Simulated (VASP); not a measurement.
Input of a VASP 6.6.1 run:

POSCAR

```
NaCl
1.0
    0.0000000000      2.8474422958      2.8474422958
    2.8474422958      0.0000000000      2.8474422958
    2.8474422958      2.8474422958      0.0000000000
Cl Na
1 1
Direct
    0.5000000000      0.5000000000      0.5000000000
    0.0000000000      0.0000000000      0.0000000000
```

INCAR.step1

```
SYSTEM = NaCl
  ALGO = Normal
  EDIFF = 1E-5
  ENCUT = 520
  GGA = PE
  ISIF = 2
  ISMEAR = -1
  LASPH = .TRUE.
  LCHARG = .FALSE.
  LREAL = .FALSE.
  LWAVE = .TRUE.
  NBANDS = 14
  NELM = 80
  PREC = Accurate
  SIGMA = 0.05
```

Contents of INCAR.step2:

```
SYSTEM = NaCl
  AEXX = 0.2
  AGGAC = 0.81
  AGGAX = 0.72
  ALDAC = 0.19
  ALGO = Normal
  EDIFF = 1E-7
  ENCUT = 520
  GGA = B3
  ISIF = 2
  ISMEAR = -1
  ISTART = 1
  LASPH = .TRUE.
  LCHARG = .FALSE.
  LHFCALC = .TRUE.
  LREAL = .FALSE.
  LWAVE = .FALSE.
  NBANDS = 14
  NELM = 80
  PREC = Accurate
  PRECFOCK = Normal
  SIGMA = 0.05
```

KPOINTS

```
k-points
0
G
  4 4 4
  0 0 0
```

Potentials or basis: VASP PAW PBE potentials, release 64 (Cl, Na_pv).

Launch:

```bash
$ cat potpaw_PBE.64/Cl/POTCAR potpaw_PBE.64/Na_pv/POTCAR > POTCAR
$ cp INCAR.step1 INCAR
$ mpirun -np 1 vasp_std > vasp.out
$ cp INCAR.step2 INCAR
$ mpirun -np 1 vasp_std > vasp.out
```

Q: Predict the pressure.

A: -0.1 GPa.

Q: Estimate the band gap on the k mesh.

A: 6.70 eV.

Caveat: the k points lie up to 0.48 Å⁻¹ apart; the PAW data sets were made with another functional, which shifts forces and pressure a little.
